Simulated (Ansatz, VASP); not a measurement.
# Two plane-wave programs on B2Br

```
CELL_PARAMETERS angstrom
6.45210 0.00000 0.00000
-3.22605 5.58768 0.00000
0.00000 0.00000 4.09172
ATOMIC_POSITIONS crystal
B 0.08066 0.16131 0.50000
B 0.91934 0.08066 0.83333
B 0.83869 0.91934 0.16667
B 0.91934 0.83869 0.50000
B 0.08066 0.91934 0.83333
B 0.16131 0.08066 0.16667
Br 0.50000 0.00000 0.00000
Br 0.50000 0.50000 0.33333
Br 0.00000 0.50000 0.66667
```

Alike in both runs: task relaxation of cell and atoms; functional PBE; k mesh 6 × 6 × 10; occupations gaussian, width 0.1 eV; no spin polarisation.

```csv
,VASP,Ansatz
version,VASP 6.6.1,Ansatz 0.2.0
potentials or method,"VASP PAW PBE potentials, release 64 (B, Br), cutoff 600 eV","scalar-relativistic, plane waves, PAW"
valence electrons in the cell,39,39
```

```csv
,VASP,Ansatz,Ansatz less VASP
"gap on the k mesh at the Fermi level, each at its own relaxed structure (eV)",none,none,-
relaxed volume (Å³/atom),16.46,16.46,+0.007
relaxed cell length with the largest relative difference (Å),6.471,6.471,+0.0009
```

A gap of «none» marks a metal or a gap that the smearing closes.
